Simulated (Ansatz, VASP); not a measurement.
One calculation of TiCo, two programs

Contents of INCAR:

```
SYSTEM = TiCo
PREC = Accurate
ENCUT = 520
EDIFF = 1E-6
ISMEAR = 0
SIGMA = 0.023
LREAL = .False.
LASPH = .True.
NELM = 150
ALGO = Fast
ISIF = 2
LWAVE = .False.
LCHARG = .False.
ISPIN = 2
MAGMOM = 2 1
LORBIT = 11
LMAXMIX = 4
GGA = PE
NBANDS = 22
```

File KPOINTS:

```
regular mesh
0
Gamma
  9 9 9
  0 0 0
```

Contents of POSCAR:

```
TiCo
1.0
    2.9861109900      0.0000000000      0.0000000000
    0.0000000000      2.9861109900      0.0000000000
    0.0000000000      0.0000000000      2.9861109900
Co Ti
1 1
Direct
    0.5000000000      0.5000000000      0.5000000000
    0.0000000000      0.0000000000      0.0000000000
```

input.yaml

```yaml
crystal:
  lattice:
    - [2.98611099, 0.0, 0.0]
    - [0.0, 2.98611099, 0.0]
    - [0.0, 0.0, 2.98611099]
  atoms:
    - { symbol: Co, position: [0.5, 0.5, 0.5], spin: 2.0 }
    - { symbol: Ti, position: [0.0, 0.0, 0.0], spin: 1.0 }
kpoints:
  mp_grid: { grid: [9, 9, 9] }
scf:
  occupations: { method: gaussian, width: 0.023 }
hamiltonian:
  xc: pbe
  pseudopotentials: { kind: all_electron, lapw: { basis_error: 0.001 } }
magnetization:
  spin_polarized: true
output:
  forces: true
  stress: true
  eigenvalues: true
```

Alike in both runs: task single point; functional PBE; k mesh 9 × 9 × 9; occupations gaussian, width 0.023 eV; collinear spin.

```csv
,VASP,Ansatz
version,VASP 6.6.1,Ansatz 0.2.0
potentials or method,"VASP PAW PBE potentials, release 64 (Co, Ti_sv), cutoff 520 eV","all-electron LAPW, scalar-relativistic"
```

Ansatz gave:

```
gap on the k mesh at the Fermi level (eV)                     : none
pressure (GPa)                                                : -0.5
net moment per atom (μB)                                      : 0.42
size of the moment on the site where the two differ most (μB) : 0.95
```

**Question.** Estimate VASP's values.

**Answer.** gap on the k mesh at the Fermi level (eV): none; pressure (GPa): -1.1; net moment per atom (μB): 0.42; size of the moment on the site where the two differ most (μB): 0.92.

Site moments also hang on the region over which each program counts them. A gap of «none» marks a metal or a gap that the smearing closes. Ansatz ran all-electron here, and VASP with PAW potentials.
